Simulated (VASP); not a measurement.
# TlAgHg2 (I-4m2) in VASP: single point with revPBE

Aim: the single point of TlAgHg2 with revPBE.

Program: VASP 6.6.1. These are calculated values, not measurements. Logs are shortened: lines on timing, memory, paths and dates and some standing lists are left out, and cuts for length are marked.

### 1 The cell of the first run

Symmetry: I-4m2, No. 119, tetragonal system. Conventional cell: a = 3.784 Å, b = 3.784 Å, c = 14.693 Å, α = 90.00°, β = 90.00°, γ = 90.00°. Ag (site symmetry -4m2) has 4 Hg at 2.58 Å within 3.4 Å. Within 4.3 Å of Tl (site symmetry -4m2) lie 8 Hg at 3.30 Å and 4 Tl at 3.78 Å and 4 Ag at 4.13 Å. Hg (site symmetry 2mm) has 2 Ag at 2.58 Å and 4 Tl at 3.30 Å within 3.4 Å.

### 2 Single point, revPBE

File INCAR:

```
SYSTEM = TlAgHg2
PREC = Accurate
ENCUT = 520
EDIFF = 1E-7
ISMEAR = -1
SIGMA = 0.1443
LREAL = .FALSE.
LASPH = .TRUE.
NELM = 60
ALGO = Normal
ISIF = 2
LWAVE = .FALSE.
LCHARG = .TRUE.
GGA = RE
LELF = .TRUE.
LVHAR = .TRUE.
NBANDS = 32
```

File KPOINTS:

```
Automatic mesh
0
G
  5 5 5
  0 0 0
```

File POSCAR:

```
TlAgHg2
1.0
    0.0000000000      3.7843110000      0.0000000000
    3.7843110000      0.0000000000      0.0000000000
    1.8921560000      1.8921560000     -7.3465840000
Ag Tl Hg
1 1 2
Direct
    0.7500000000      0.2500000000      0.5000000000
    0.0000000000      0.0000000000      0.0000000000
    0.3690000000      0.3690000000      0.2620000000
    0.6310000000      0.6310000000      0.7380000000
```

Potentials or basis: VASP PAW PBE potentials, release 64 (Ag, Tl_d, Hg).

Run with:

```console
$ cat potpaw_PBE.64/Ag/POTCAR potpaw_PBE.64/Tl_d/POTCAR potpaw_PBE.64/Hg/POTCAR > POTCAR
$ mpirun -np 1 vasp_std > vasp.out
```

OUTCAR:

```text
SYSTEM = TlAgHg2
   PREC = Accurate
   ENCUT = 520
   EDIFF = 1E-7
   ISMEAR = -1
   LREAL = .FALSE.
   LASPH = .TRUE.
   NELM = 60
   ISIF = 2
   GGA = RE

 ion  position               nearest neighbor table
   1  0.750  0.250  0.500-   3 2.58   4 2.58   4 2.58   3 2.58
   2  0.000  0.000  0.000-   4 3.30   3 3.30   4 3.30   3 3.30   3 3.30   4 3.30   4 3.30   3 3.30

   3  0.369  0.369  0.262-   1 2.58   1 2.58   2 3.30   2 3.30   2 3.30   2 3.30   4 3.85
   4  0.631  0.631  0.738-   1 2.58   1 2.58   2 3.30   2 3.30   2 3.30   2 3.30   3 3.85

  LATTYP: Found a body centered tetragonal cell.
 ALAT       =     3.7843110000
 C/A-ratio  =     3.8826534077

  Lattice vectors:

 A1 = (  -1.8921560000,   1.8921550000,   7.3465840000)
 A2 = (   1.8921550000,  -1.8921560000,   7.3465840000)
 A3 = (   1.8921560000,   1.8921560000,  -7.3465840000)

Analysis of symmetry for initial positions (statically):
=====================================================================
 Subroutine PRICEL returns:
 Original cell was already a primitive cell.

 Routine SETGRP: Setting up the symmetry group for a
 body centered tetragonal supercell.

 Subroutine GETGRP returns: Found  8 space group operations
 (whereof  8 operations were pure point group operations)
 out of a pool of 16 trial point group operations.

The static configuration has the point symmetry D_2d.

Analysis of symmetry for dynamics (positions and initial velocities):
=====================================================================
 Subroutine PRICEL returns:
 Original cell was already a primitive cell.

 Routine SETGRP: Setting up the symmetry group for a
 body centered tetragonal supercell.

 Subroutine GETGRP returns: Found  8 space group operations
 (whereof  8 operations were pure point group operations)
 out of a pool of 16 trial point group operations.

The dynamic configuration has the point symmetry D_2d.

 Subroutine INISYM returns: Found  8 space group operations
 (whereof  8 operations are pure point group operations),
 and found     1 'primitive' translations

----------------------------------------------------------------------------------------

                                     Primitive cell

  volume of cell :     105.2105

  direct lattice vectors                    reciprocal lattice vectors
     0.000000000  3.784311000  0.000000000     0.000000000  0.264248895  0.068058860
     3.784311000  0.000000000  0.000000000     0.264248895  0.000000000  0.068058860
     1.892156000  1.892156000 -7.346584000     0.000000000  0.000000000 -0.136117684

  length of vectors
     3.784311000  3.784311000  7.818747030     0.272872657  0.272872657  0.136117684

  position of ions in fractional coordinates (direct lattice)
     0.750000000  0.250000000  0.500000000
     0.000000000  0.000000000  0.000000000
     0.369000000  0.369000000  0.262000000
     0.631000000  0.631000000  0.738000000

  ion indices of the primitive-cell ions
   primitive index   ion index
                 1           1
                 2           2
                 3           3
                 4           4

----------------------------------------------------------------------------------------

 KPOINTS: Automatic mesh

Automatic generation of k-mesh.
 Grid dimensions read from file:
 generate k-points for:    5    5    5

 Generating k-lattice:

  Cartesian coordinates                     Fractional coordinates (reciprocal lattice)
     0.000000000  0.052849779  0.013611772     0.200000000  0.000000000  0.000000000
     0.052849779  0.000000000  0.013611772     0.000000000  0.200000000  0.000000000
     0.000000000  0.000000000 -0.027223537     0.000000000  0.000000000  0.200000000

  Length of vectors
     0.054574531  0.054574531  0.027223537

  Shift w.r.t. Gamma in fractional coordinates (k-lattice)
     0.000000000  0.000000000  0.000000000

 Subroutine IBZKPT returns following result:
 ===========================================

 Found     18 irreducible k-points:

 Following reciprocal coordinates:
            Coordinates               Weight
  0.000000  0.000000  0.000000      1.000000
  0.200000  0.000000  0.000000      8.000000
  0.400000  0.000000  0.000000      8.000000
  0.200000  0.200000  0.000000      8.000000
  0.400000  0.200000  0.000000     16.000000
 -0.400000  0.200000  0.000000     16.000000
[... 10 lines left out ...]
  0.000000  0.000000  0.400000      2.000000
 -0.200000  0.000000  0.400000      4.000000
   k-points           NKPTS =     18   k-points in BZ     NKDIM =     18   number of bands    NBANDS=     32
   number of dos      NEDOS =    301   number of ions     NIONS =      4
   total plane-waves  NPLWV =  47040
   dimension x,y,z NGX =    28 NGY =   28 NGZ =   60
   dimension x,y,z NGXF=    56 NGYF=   56 NGZF=  120
   ions per type =               1   1   2
   NGX,Y,Z   is equivalent  to a cutoff of  12.30, 12.30, 12.76 a.u.
   NGXF,Y,Z  is equivalent  to a cutoff of  24.60, 24.60, 25.51 a.u.
 SYSTEM =  TlAgHg2
   PREC   = accura    normal or accurate (medium, high low for compatibility)
   ISTART =      0    job   : 0-new  1-cont  2-samecut
   ICHARG =      2    charge: 1-file 2-atom 10-const
   ISPIN  =      1    spin polarized calculation?
   LNONCOLLINEAR =      F non collinear calculations
   LSORBIT =      F    spin-orbit coupling
   LASPH  =      T    aspherical Exc in radial PAW
   ENCUT  =  520.0 eV  38.22 Ry    6.18 a.u.   7.04  7.04 14.54*2*pi/ulx,y,z
   NELM   =     60;   NELMIN=  2; NELMDL= -5     # of ELM steps
   EDIFF  = 0.1E-06   stopping-criterion for ELM
   LREAL  =      F    real-space projection
   EDIFFG = 0.1E-05   stopping-criterion for IOM
   NSW    =      0    number of steps for IOM
   IBRION =     -1    ionic relax: 0-MD 1-quasi-New 2-CG
   NFREE  =      0    steps in history (QN), initial steepest desc. (CG)
   ISIF   =      2    stress and relaxation
   ISYM   =      2    0-nonsym 1-usesym 2-fastsym
   POTIM  = 0.5000    time-step for ionic-motion
   TEBEG  =    0.0;   TEEND  =   0.0 temperature during run
   PSTRESS=    0.0 pullay stress
   NELECT =      48.0000    total number of electrons
   NUPDOWN=      -1.0000    fix difference up-down
   EMIN   =  10.00;   EMAX   =-10.00  energy-range for DOS
   EFERMI =   0.00;   METHOD = LEGACY
   ISMEAR =    -1;   SIGMA  =   0.14  broadening in eV -4-tet -1-fermi 0-gaus
   EFERMI_NEDOS =   21; number of points for ismear=-14 and -15
   IALGO  =     38    algorithm
   IMIX   =      4    mixing-type and parameters
     AMIX     =   0.40;   BMIX     =  1.00
     AMIX_MAG =   1.60;   BMIX_MAG =  1.00
  volume/ion in A,a.u.               =      26.30       177.50
  Fermi-wavevector in a.u.,A,eV,Ry     =   1.260285  2.381594 21.610393  1.588319
  Thomas-Fermi vector in A             =   2.393803
   LORBIT       =      0    0 simple, 1 ext, 2 COOP (PROOUT), +10 PAW based schemes
   GGA     = RE    functional components
   LHFCALC =     F    Hartree Fock is set to
   AEXX    =    0.0000 exact exchange contribution
   IVDW    =     0    specifies the selected vdW correction
   LEPSILON=     F    determine dielectric tensor
   LRPA    =     F    only Hartree local field effects (RPA)
 non-spin polarized calculation
  energy-cutoff  :      520.00
  volume of cell :      105.21
 maximum number of plane-waves:      2851
   NGX = 15   NGY = 15   NGZ = 29

 number of electron      48.0000006 magnetization

 Free energy of the ion-electron system (eV)
  ---------------------------------------------------
  ext. energy  EPLUGINS =         0.00000000
  ---------------------------------------------------
  free energy    TOTEN  =        -2.68977150 eV

  energy without entropy =       -2.57592413  energy(sigma->0) =       -2.63284782

 E-fermi :   4.1847     XC(G=0): -10.0278

 val. band max:        4.1669683864   @ k =   0.2000   0.2000   0.0000
 cond. band min:       4.2766909319   @ k =  -0.4000   0.4000   0.0000
 fundamental gap:      0.1097225454
 Fermi energy:         4.1846876440

 k-point     1 :       0.0000    0.0000    0.0000
  band No.  band energies     occupation
      1      -7.5212      2.00000
      2      -7.4124      2.00000
      3      -7.3154      2.00000
      4      -7.3154      2.00000
      5      -7.2691      2.00000
      6      -4.7889      2.00000
[... 24 lines left out ...]
     31      12.2854      0.00000
     32      12.8077      0.00000

 k-point     2 :       0.2000    0.0000    0.0000
  band No.  band energies     occupation
      1      -7.4767      2.00000
      2      -7.3645      2.00000
      3      -7.3636      2.00000
      4      -7.3152      2.00000
      5      -7.3036      2.00000
      6      -4.3852      2.00000
[... 24 lines left out ...]
     31      12.0448      0.00000
     32      13.0150      0.00000

 k-point     3 :       0.4000    0.0000    0.0000
  band No.  band energies     occupation
      1      -7.4436      2.00000
      2      -7.4399      2.00000
      3      -7.3582      2.00000
      4      -7.3150      2.00000
      5      -7.2521      2.00000
      6      -3.7592      2.00000
[... 24 lines left out ...]
     31      11.5574      0.00000
     32      12.2934      0.00000

 k-point     4 :       0.2000    0.2000    0.0000
  band No.  band energies     occupation
      1      -7.3999      2.00000
      2      -7.3656      2.00000
      3      -7.3544      2.00000
      4      -7.3512      2.00000
      5      -7.3408      2.00000
      6      -4.0452      2.00000
[... 24 lines left out ...]
     31      11.6373      0.00000
     32      12.7341      0.00000

 k-point     5 :       0.4000    0.2000    0.0000
  band No.  band energies     occupation
      1      -7.4303      2.00000
      2      -7.4080      2.00000
      3      -7.3565      2.00000
      4      -7.3536      2.00000
      5      -7.2442      2.00000
      6      -3.6981      2.00000
[... 374 lines left out ...]
     31      10.3560      0.00000
     32      10.9602      0.00000

 k-point    16 :      -0.2000   -0.2000    0.2000
  band No.  band energies     occupation
      1      -7.4001      2.00000
      2      -7.3667      2.00000
      3      -7.3542      2.00000
      4      -7.3515      2.00000
      5      -7.3401      2.00000
      6      -4.0084      2.00000
[... 24 lines left out ...]
     31      11.9187      0.00000
     32      13.2981      0.00000

 k-point    17 :       0.0000    0.0000    0.4000
  band No.  band energies     occupation
      1      -7.5218      2.00000
      2      -7.4126      2.00000
      3      -7.3153      2.00000
      4      -7.3153      2.00000
      5      -7.2690      2.00000
      6      -4.5273      2.00000
[... 24 lines left out ...]
     31      12.2597      0.00000
     32      12.4165      0.00000

 k-point    18 :      -0.2000    0.0000    0.4000
  band No.  band energies     occupation
      1      -7.4770      2.00000
      2      -7.3654      2.00000
      3      -7.3641      2.00000
      4      -7.3151      2.00000
      5      -7.3035      2.00000
      6      -4.2042      2.00000
[... 24 lines left out ...]
     31      12.0364      0.00000
     32      12.5955      0.00000

------------------------ aborting loop because EDIFF is reached ----------------------------------------

  FORCE on cell =-STRESS in cart. coord.  units (eV):
  Direction    XX          YY          ZZ          XY          YZ          ZX
  --------------------------------------------------------------------------------------
  -------------------------------------------------------------------------------------
  Total        4.9394934      4.9394934      7.1706467      0.0000000     -0.0000005     -0.0000005
  in kB       75.2200995     75.2200995    109.1967770      0.0000000     -0.0000074     -0.0000074
  external PRESSURE =      86.5456587 kB  Pullay stress =       0.0000000 kB

 VOLUME and BASIS-vectors are now :
 -----------------------------------------------------------------------------
  energy-cutoff  :      520.00
  volume of cell :      105.21
      direct lattice vectors                 reciprocal lattice vectors
     0.000000000  3.784311000  0.000000000     0.000000000  0.264248895  0.068058860
     3.784311000  0.000000000  0.000000000     0.264248895  0.000000000  0.068058860
     1.892156000  1.892156000 -7.346584000     0.000000000  0.000000000 -0.136117684

 POSITION                                       TOTAL-FORCE (eV/Angst)
 -----------------------------------------------------------------------------------
      1.89216      3.78431     -3.67329         0.000000      0.000000      0.000000
      0.00000      0.00000      0.00000        -0.000000     -0.000000      0.000000
      1.89216      1.89216     -1.92481        -0.000000     -0.000000      1.670364
      3.78431      3.78431     -5.42178         0.000000      0.000000     -1.670364
 -----------------------------------------------------------------------------------
    total drift:                                0.000007     -0.000007      0.000000

  FREE ENERGIE OF THE ION-ELECTRON SYSTEM (eV)
  ---------------------------------------------------
  free  energy   TOTEN  =        -2.6897715036 eV

  energy  without entropy=       -2.5759241268  energy(sigma->0) =       -2.63284782
```

It used 74 s of CPU time on 1 thread of AMD EPYC 7R13 Processor (Zen 3), on a shared host.

What came out:

```yaml
Free_energy: -2.6898 eV
Pressure: 8.7 GPa
Largest_force: 1.670 eV/Å
Band_gap_on_the_k_mesh: zero (band 24 reaches 6.94 eV, above the bottom of band 25 at 2.90 eV)
```

Forces in eV/Å, atoms in the order of the input:
```
Ag   0.000  0.000  0.000
Tl   0.000  0.000  0.000
Hg   0.000  0.000  1.670
Hg   0.000  0.000 -1.670
```

Stress tensor (GPa, compression positive):
```
 7.52  0.00  0.00
 0.00  7.52  0.00
 0.00  0.00 10.92
```

Caveat: the PAW data sets were made with another functional, which shifts forces and pressure a little; spin-orbit coupling is left out, which moves the levels of the heavy elements.
